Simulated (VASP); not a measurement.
Input of a VASP 6.6.1 run:

Contents of INCAR:

```
PREC = Accurate ; ENCUT = 520
EDIFF = 1E-6 ; ISMEAR = 0
SIGMA = 0.05 ; LREAL = False
LASPH = True ; NELM = 60
ALGO = Normal ; ISIF = 2
LWAVE = False ; LCHARG = False
GGA = PE ; NBANDS = 18
```

Contents of KPOINTS:

```
regular mesh
0
Gamma
  9 9 6
```

POSCAR

```
LiF
1.0
    3.1259140087      0.0000000000      0.0000000000
   -1.5629570043      2.7071209416      0.0000000000
    0.0000000000      0.0000000000      4.9018781194
Li F
2 2
Direct
    0.3333333333      0.6666666667      0.3402706354
    0.6666666667      0.3333333333      0.8402706354
    0.3333333333      0.6666666667      0.9939266766
    0.6666666667      0.3333333333      0.4939266766
```

Potentials or basis: VASP PAW PBE potentials, release 64 (Li_sv, F).

Command:

```sh
$ cat potpaw_PBE.64/Li_sv/POTCAR potpaw_PBE.64/F/POTCAR > POTCAR
$ mpirun -np 1 vasp_std > vasp.out
```

(1) Estimate the band gap on the k mesh.

(2) What does it give for the largest force?

## Answers

(1) 7.60 eV.

(2) 1.057 eV/Å.

Caveat: an odd mesh through Γ misses points on the zone boundary, where band edges can lie; forces of over 1 eV/Å act on the atoms, so gaps and moduli don't describe the material at rest.
